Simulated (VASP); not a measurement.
# Ca (I4/mmm) in VASP: single point with r2SCAN

Aim: the single point of Ca with r2SCAN.

All numbers are computed with VASP 6.6.1; they aren't measurements. Logs are shortened: lines on timing, memory, paths and dates and some standing lists are left out, and cuts for length are marked.

## Step 1: The cell of the first run

The structure is tetragonal, space group I4/mmm (No. 139). The conventional cell has a = 4.592 Å, b = 4.592 Å, c = 4.480 Å, α = 90.00°, β = 90.00°, γ = 90.00°. Ca (site symmetry 4/mmm) has 14 Ca at 3.94 to 4.59 Å within 5.2 Å.

## Step 2: Single point, r2SCAN (strain +0.025 along x and y, +0.000 along z)

POSCAR

```
Ca
1.0
   -2.2960000000      2.2960000000      2.2400000000
    2.2960000000     -2.2960000000      2.2400000000
    2.2960000000      2.2960000000     -2.2400000000
Ca
1
Direct
    0.0000000000      0.0000000000      0.0000000000
```

INCAR.step1

```
PREC     = Accurate       # precision mode
ENCUT    = 550            # plane-wave cutoff, eV
ISMEAR   = 0              # smearing method
SIGMA    = 0.15           # smearing width, eV
LREAL    = F              # projectors in reciprocal space
LASPH    = T              # aspherical terms in the spheres
NELM     = 120            # most SCF steps
NBANDS   = 11             # bands
GGA      = PE             # functional
ALGO     = Normal         # electronic algorithm
EDIFF    = 1E-5           # SCF threshold, eV
LWAVE    = T              # write WAVECAR
LCHARG   = F              # write CHGCAR
GGA_COMPAT= F
```

INCAR.step2

```
PREC     = Accurate       # precision mode
ENCUT    = 550            # plane-wave cutoff, eV
EDIFF    = 1E-6           # SCF threshold, eV
ISMEAR   = 0              # smearing method
SIGMA    = 0.15           # smearing width, eV
LREAL    = F              # projectors in reciprocal space
LASPH    = T              # aspherical terms in the spheres
NELM     = 120            # most SCF steps
ALGO     = Normal         # electronic algorithm
ISIF     = 2              # what is computed and relaxed
LWAVE    = F              # write WAVECAR
LCHARG   = F              # write CHGCAR
METAGGA  = R2SCAN         # meta-GGA
LMIXTAU  = T            
NBANDS   = 11             # bands
ISTART   = 1            
GGA_COMPAT= F
```

KPOINTS

```
Automatic mesh
0
Gamma
  16 16 16
```

Potentials or basis: VASP PAW PBE potentials, release 64 (Ca_sv).

Command:

```console
$ cat potpaw_PBE.64/Ca_sv/POTCAR > POTCAR
$ cp INCAR.step1 INCAR
$ mpirun -np 1 vasp_std > vasp.out
$ cp INCAR.step2 INCAR
$ mpirun -np 1 vasp_std > vasp.out
```

OUTCAR:

```text
PREC = Accurate
   ENCUT = 550
   EDIFF = 1E-6
   ISMEAR = 0
   LREAL = F
   LASPH = T
   NELM = 120
   ISIF = 2
   METAGGA = R2SCAN
   ISTART = 1

 ion  position               nearest neighbor table
   1  0.000  0.000  0.000-

  LATTYP: Found a body centered tetragonal cell.
 ALAT       =     4.5920000000
 C/A-ratio  =     0.9756097561

  Lattice vectors:

 A1 = (  -2.2960000000,   2.2960000000,   2.2400000000)
 A2 = (   2.2960000000,  -2.2960000000,   2.2400000000)
 A3 = (   2.2960000000,   2.2960000000,  -2.2400000000)

Analysis of symmetry for initial positions (statically):
=====================================================================
 Subroutine PRICEL returns:
 Original cell was already a primitive cell.

 Routine SETGRP: Setting up the symmetry group for a
 body centered tetragonal supercell.

 Subroutine GETGRP returns: Found 16 space group operations
 (whereof 16 operations were pure point group operations)
 out of a pool of 16 trial point group operations.

The static configuration has the point symmetry D_4h.

Analysis of symmetry for dynamics (positions and initial velocities):
=====================================================================
 Subroutine PRICEL returns:
 Original cell was already a primitive cell.

 Routine SETGRP: Setting up the symmetry group for a
 body centered tetragonal supercell.

 Subroutine GETGRP returns: Found 16 space group operations
 (whereof 16 operations were pure point group operations)
 out of a pool of 16 trial point group operations.

The dynamic configuration has the point symmetry D_4h.

 Subroutine INISYM returns: Found 16 space group operations
 (whereof 16 operations are pure point group operations),
 and found     1 'primitive' translations

----------------------------------------------------------------------------------------

                                     Primitive cell

  volume of cell :      47.2337

  direct lattice vectors                    reciprocal lattice vectors
    -2.296000000  2.296000000  2.240000000     0.000000000  0.217770035  0.223214286
     2.296000000 -2.296000000  2.240000000     0.217770035  0.000000000  0.223214286
     2.296000000  2.296000000 -2.240000000     0.217770035  0.217770035  0.000000000

  length of vectors
     3.944722043  3.944722043  3.944722043     0.311846766  0.311846766  0.307973337

  position of ions in fractional coordinates (direct lattice)
     0.000000000  0.000000000  0.000000000

  ion indices of the primitive-cell ions
   primitive index   ion index
                 1           1

----------------------------------------------------------------------------------------

 KPOINTS: Automatic mesh

Automatic generation of k-mesh.
 Grid dimensions read from file:
 generate k-points for:   16   16   16

 Generating k-lattice:

  Cartesian coordinates                     Fractional coordinates (reciprocal lattice)
     0.000000000  0.013610627  0.013950893     0.062500000 -0.000000000  0.000000000
     0.013610627  0.000000000  0.013950893    -0.000000000  0.062500000  0.000000000
     0.013610627  0.013610627  0.000000000     0.000000000  0.000000000  0.062500000

  Length of vectors
     0.019490423  0.019490423  0.019248334

  Shift w.r.t. Gamma in fractional coordinates (k-lattice)
     0.000000000  0.000000000  0.000000000

 Subroutine IBZKPT returns following result:
 ===========================================

 Found    349 irreducible k-points:

 Following reciprocal coordinates:
            Coordinates               Weight
  0.000000  0.000000  0.000000      1.000000
  0.062500  0.000000  0.000000      8.000000
  0.125000  0.000000  0.000000      8.000000
  0.187500  0.000000  0.000000      8.000000
  0.250000  0.000000  0.000000      8.000000
  0.312500  0.000000 -0.000000      8.000000
[... 16 lines left out ...]
 -0.125000  0.062500  0.000000     16.000000
 -0.062500  0.062500  0.000000      4.000000
 [... further k-points ...]
   k-points           NKPTS =    349   k-points in BZ     NKDIM =    349   number of bands    NBANDS=     11
   number of dos      NEDOS =    301   number of ions     NIONS =      1
   total plane-waves  NPLWV =  27000
   dimension x,y,z NGX =    30 NGY =   30 NGZ =   30
   dimension x,y,z NGXF=    60 NGYF=   60 NGZF=   60
   ions per type =               1
   NGX,Y,Z   is equivalent  to a cutoff of  12.64, 12.64, 12.64 a.u.
   NGXF,Y,Z  is equivalent  to a cutoff of  25.29, 25.29, 25.29 a.u.
 SYSTEM =  unknown system
   PREC   = accura    normal or accurate (medium, high low for compatibility)
   ISTART =      1    job   : 0-new  1-cont  2-samecut
   ICHARG =      0    charge: 1-file 2-atom 10-const
   ISPIN  =      1    spin polarized calculation?
   LNONCOLLINEAR =      F non collinear calculations
   LSORBIT =      F    spin-orbit coupling
   LASPH  =      T    aspherical Exc in radial PAW
   ENCUT  =  550.0 eV  40.42 Ry    6.36 a.u.   7.54  7.54  7.54*2*pi/ulx,y,z
   NELM   =    120;   NELMIN=  2; NELMDL=  0     # of ELM steps
   EDIFF  = 0.1E-05   stopping-criterion for ELM
   LREAL  =      F    real-space projection
   EDIFFG = 0.1E-04   stopping-criterion for IOM
   NSW    =      0    number of steps for IOM
   IBRION =     -1    ionic relax: 0-MD 1-quasi-New 2-CG
   NFREE  =      0    steps in history (QN), initial steepest desc. (CG)
   ISIF   =      2    stress and relaxation
   ISYM   =      2    0-nonsym 1-usesym 2-fastsym
   POTIM  = 0.5000    time-step for ionic-motion
   TEBEG  =    0.0;   TEEND  =   0.0 temperature during run
   PSTRESS=    0.0 pullay stress
   NELECT =      10.0000    total number of electrons
   NUPDOWN=      -1.0000    fix difference up-down
   EMIN   =  10.00;   EMAX   =-10.00  energy-range for DOS
   EFERMI =   0.00;   METHOD = LEGACY
   ISMEAR =     0;   SIGMA  =   0.15  broadening in eV -4-tet -1-fermi 0-gaus
   EFERMI_NEDOS =   21; number of points for ismear=-14 and -15
   IALGO  =     38    algorithm
   IMIX   =      4    mixing-type and parameters
     AMIX     =   0.40;   BMIX     =  1.00
     AMIX_MAG =   1.60;   BMIX_MAG =  1.00
  volume/ion in A,a.u.               =      47.23       318.75
  Fermi-wavevector in a.u.,A,eV,Ry     =   0.975718  1.843839 12.953090  0.952025
  Thomas-Fermi vector in A             =   2.106280
   LORBIT       =      0    0 simple, 1 ext, 2 COOP (PROOUT), +10 PAW based schemes
   METAGGA = R2SCAN    functional components
   LHFCALC =     F    Hartree Fock is set to
   AEXX    =    0.0000 exact exchange contribution
   IVDW    =     0    specifies the selected vdW correction
   LEPSILON=     F    determine dielectric tensor
   LRPA    =     F    only Hartree local field effects (RPA)
 non-spin polarized calculation
 Gauss-broadening in eV      SIGMA  =   0.15
  energy-cutoff  :      550.00
  volume of cell :       47.23
 maximum number of plane-waves:      1409
   NGX = 15   NGY = 15   NGZ = 15

 number of electron       9.9999998 magnetization

 Free energy of the ion-electron system (eV)
  ---------------------------------------------------
  ext. energy  EPLUGINS =         0.00000000
  ---------------------------------------------------
  free energy    TOTEN  =        -7.00972505 eV

  energy without entropy =       -6.99471763  energy(sigma->0) =       -7.00222134

 E-fermi :   1.6121     XC(G=0):  -7.8586

 val. band max:        1.6041249661   @ k =  -0.1250  -0.4375   0.0625
 cond. band min:       1.6187505479   @ k =   0.5000   0.5000   0.2500
 fundamental gap:      0.0146255818
 Fermi energy:         1.6120570768

 k-point     1 :       0.0000    0.0000    0.0000
  band No.  band energies     occupation
      1     -42.4975      2.00000
      2     -22.5344      2.00000
      3     -22.5329      2.00000
      4     -22.5329      2.00000
      5      -2.5079      2.00000
      6       4.0406      0.00000
      7       4.1490      0.00000
      8       4.1490      0.00000
      9       5.0261      0.00000
     10       5.1554      0.00000
     11      11.7526      0.00000

 k-point     2 :       0.0625    0.0000    0.0000
  band No.  band energies     occupation
      1     -42.4972      2.00000
      2     -22.5376      2.00000
      3     -22.5341      2.00000
      4     -22.5335      2.00000
      5      -2.4388      2.00000
      6       4.0270      0.00000
      7       4.1206      0.00000
      8       4.1666      0.00000
      9       5.0122      0.00000
     10       5.1199      0.00000
     11      11.6901      0.00000

 k-point     3 :       0.1250    0.0000    0.0000
  band No.  band energies     occupation
      1     -42.4962      2.00000
      2     -22.5482      2.00000
      3     -22.5378      2.00000
      4     -22.5337      2.00000
      5      -2.2337      2.00000
      6       3.9216      0.00000
      7       4.0021      0.00000
      8       4.2940      0.00000
      9       4.9562      0.00000
     10       5.0868      0.00000
     11      11.2587      0.00000

 k-point     4 :       0.1875    0.0000    0.0000
  band No.  band energies     occupation
      1     -42.4947      2.00000
      2     -22.5642      2.00000
      3     -22.5433      2.00000
      4     -22.5337      2.00000
      5      -1.8991      2.00000
      6       3.7398      0.00000
      7       3.7531      0.00000
      8       4.5246      0.00000
      9       4.9246      0.00000
     10       5.0974      0.00000
     11      10.3448      0.00000

 k-point     5 :       0.2500    0.0000    0.0000
  band No.  band energies     occupation
      1     -42.4929      2.00000
      2     -22.5829      2.00000
      3     -22.5498      2.00000
      4     -22.5338      2.00000
      5      -1.4468      2.00000
      6       3.3528      0.00000
      7       3.5659      0.00000
      8       4.8354      0.00000
      9       4.9562      0.00000
     10       5.1374      0.00000
     11       9.2817      0.00000
[... 211 lines left out ...]
 k-point    21 :      -0.2500    0.0625    0.0000
  band No.  band energies     occupation
      1     -42.4936      2.00000
      2     -22.5747      2.00000
      3     -22.5463      2.00000
      4     -22.5351      2.00000
      5      -1.6444      2.00000
      6       3.5352      0.00000
      7       3.6378      0.00000
      8       4.7125      0.00000
      9       4.8661      0.00000
     10       5.1685      0.00000
     11       9.8322      0.00000

 k-point    22 :      -0.1875    0.0625    0.0000
  band No.  band energies     occupation
      1     -42.4953      2.00000
      2     -22.5578      2.00000
      3     -22.5401      2.00000
      4     -22.5348      2.00000
      5      -2.0368      2.00000
      6       3.8021      0.00000
      7       3.8709      0.00000
      8       4.4507      0.00000
      9       4.8522      0.00000
     10       5.1453      0.00000
     11      10.8591      0.00000

 k-point    23 :      -0.1250    0.0625    0.0000
  band No.  band energies     occupation
      1     -42.4965      2.00000
      2     -22.5445      2.00000
      3     -22.5364      2.00000
      4     -22.5339      2.00000
      5      -2.3051      2.00000
      6       3.9504      0.00000
      7       4.0409      0.00000
      8       4.2776      0.00000
      9       4.9110      0.00000
     10       5.1417      0.00000
     11      11.3795      0.00000

 k-point    24 :      -0.0625    0.0625    0.0000
  band No.  band energies     occupation
      1     -42.4972      2.00000
      2     -22.5366      2.00000
      3     -22.5357      2.00000
      4     -22.5328      2.00000
      5      -2.4406      2.00000
      6       4.0153      0.00000
      7       4.1088      0.00000
      8       4.1974      0.00000
      9       4.9743      0.00000
     10       5.1532      0.00000
     11      11.6085      0.00000

 [... further k-points ...]

------------------------ aborting loop because EDIFF is reached ----------------------------------------

  FORCE on cell =-STRESS in cart. coord.  units (eV):
  Direction    XX          YY          ZZ          XY          YZ          ZX
  --------------------------------------------------------------------------------------
  -------------------------------------------------------------------------------------
  Total       -0.3892749     -0.3892749     -0.3753993      0.0000000      0.0000000      0.0000000
  in kB      -13.2042951    -13.2042951    -12.7336305      0.0000000      0.0000000      0.0000000
  external PRESSURE =     -13.0474069 kB  Pullay stress =       0.0000000 kB

 VOLUME and BASIS-vectors are now :
 -----------------------------------------------------------------------------
  energy-cutoff  :      550.00
  volume of cell :       47.23
      direct lattice vectors                 reciprocal lattice vectors
    -2.296000000  2.296000000  2.240000000     0.000000000  0.217770035  0.223214286
     2.296000000 -2.296000000  2.240000000     0.217770035  0.000000000  0.223214286
     2.296000000  2.296000000 -2.240000000     0.217770035  0.217770035  0.000000000

 POSITION                                       TOTAL-FORCE (eV/Angst)
 -----------------------------------------------------------------------------------
      0.00000      0.00000      0.00000         0.000000      0.000000      0.000000
 -----------------------------------------------------------------------------------
    total drift:                               -0.000000     -0.000000      0.000000

  FREE ENERGIE OF THE ION-ELECTRON SYSTEM (eV)
  ---------------------------------------------------
  free  energy   TOTEN  =        -7.0097250494 eV

  energy  without entropy=       -6.9947176322  energy(sigma->0) =       -7.00222134
```

It took 16 min on 1 thread of AMD EPYC 7R43 (Zen 3), shared host; peak memory 0.28 GiB.

Results:

- Free energy: -7.0097 eV
- Pressure: -1.3 GPa
- Band gap on the k mesh: zero (bands 5 and 6 overlap by 0.65 eV)

Levels at points of the mesh, in eV from the Fermi level:
| k point | band 3 | band 4 | band 5 | band 6 | band 7 | band 8 |
| --- | --- | --- | --- | --- | --- | --- |
| (0.00, 0.00, 0.00) | -24.14 | -24.14 | -4.12 | 2.43 | 2.54 | 2.54 |
| (0.50, 0.00, 0.00) | -24.18 | -24.15 | -0.78 | -0.19 | 1.52 | 3.41 |
| (0.50, 0.50, 0.00) | -24.18 | -24.14 | -0.84 | -0.27 | 1.66 | 3.30 |
| (0.50, 0.50, 0.50) | -24.22 | -24.21 | 0.23 | 0.29 | 3.60 | 3.60 |

Caveat: the cell differs from its parent crystal (strain +0.025 along x and y, +0.000 along z); the PAW data sets were made with another functional, which shifts forces and pressure a little.
